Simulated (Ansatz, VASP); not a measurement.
# Two plane-wave programs on GdN

Contents of INCAR:

```
ALGO     = Normal         # electronic algorithm
EDIFF    = 1E-7           # SCF threshold, eV
ENCUT    = 520            # plane-wave cutoff, eV
GGA      = PE             # functional
ISIF     = 2              # what is computed and relaxed
ISMEAR   = 0              # smearing method
ISPIN    = 2              # spin polarisation
LASPH    = True           # aspherical terms in the spheres
LCHARG   = False          # write CHGCAR
LDAU     = True           # DFT+U
LDAUJ    = 0 0          
LDAUL    = 3 -1           # shell
LDAUPRINT= 1            
LDAUTYPE = 2            
LDAUU    = 6 0            # U, eV
LMAXMIX  = 6              # l up to which the mixer works
LORBIT   = 11             # projections on sites
LREAL    = False          # projectors in reciprocal space
LWAVE    = False          # write WAVECAR
MAGMOM   = 7.56 7.56 -0.12 -0.12 # initial moments
NBANDS   = 35             # bands
NELM     = 150            # most SCF steps
PREC     = Accurate       # precision mode
SIGMA    = 0.05           # smearing width, eV
```

The input KPOINTS:

```
k-points
0
Gamma
  8 8 8
```

The input POSCAR:

```
GdN
1.0
    4.3680304754      0.0000000000      0.0000000000
    0.0000000000      4.3247826489      0.0000000000
    0.0000000000      0.0000000000      3.5938191369
Gd N
2 2
Direct
    0.5000000000      0.0000000000      0.2439616392
    0.0000000000      0.5000000000      0.7560383608
    0.0000000000      0.0000000000      0.0000000000
    0.5000000000      0.5000000000      0.0000000000
```

Input for Ansatz:

```yaml
crystal:
  lattice:
    - [4.3680304754, 0.0, 0.0]
    - [0.0, 4.3247826489, 0.0]
    - [0.0, 0.0, 3.5938191369]
  atoms:
    - { symbol: Gd, position: [0.5, 0.0, 0.2439616392], spin: 7.56 }
    - { symbol: Gd, position: [0.0, 0.5, 0.7560383608], spin: 7.56 }
    - { symbol: "N", position: [0.0, 0.0, 0.0] }
    - { symbol: "N", position: [0.5, 0.5, 0.0] }
basis:
  ecutwfc: 420
  ecutrho_ratio: 4
kpoints:
  mp_grid: { grid: [8, 8, 8] }
hamiltonian:
  xc: pbe
  hubbard:
    sites:
      - { species: Gd, l: f, u_eff: 6.0, starting_ns: start.occupation_matrices }
    ns_hold: { iters: 6 }
scf:
  occupations: { method: gaussian, width: 0.05 }
  lower_state_search: "off"
output:
  forces: true
  stress: true
  eigenvalues: true
  populations: true
  hubbard: { sites: [{ species: Gd, l: f }] }
magnetization:
  spin_polarized: true
```

Change from the starting cell: strain e1 = +0.01, atoms carried along.

Alike in both runs: task single point; functional PBE; k mesh 8 × 8 × 8; occupations gaussian, width 0.05 eV; collinear spin; Hubbard terms Gd f U = 6.0 eV.

```csv
,VASP,Ansatz
version,VASP 6.6.1,Ansatz 0.2.0
potentials or method,"VASP PAW PBE potentials, release 64 (Gd, N), cutoff 520 eV","scalar-relativistic, plane waves, PAW"
valence electrons in the cell,46,46
```

```csv
,VASP,Ansatz,Ansatz less VASP
gap on the k mesh at the Fermi level (eV),0.26,0.22,-0.038
least direct gap on the mesh (eV),0.56,0.51,-0.044
pressure (GPa),-1.3,-1.4,-0.18
"traceless stress, the component that is largest in VASP (GPa)",-0.92,-0.99,-0.076
rms of the force components (eV/Å),0.049,0.057,+0.0089
net moment per atom (μB),3.50,3.50,0.000
size of the moment on the site where the two differ most (μB),0.08,0.11,+0.022
```

Site moments also hang on the region over which each program counts them. The programs project onto different local orbitals, so the same U acts differently, and such runs can settle in different states. Atom by atom the forces differ by 0.018 eV/Å (rms over components).

Neither program's run includes spin-orbit coupling.
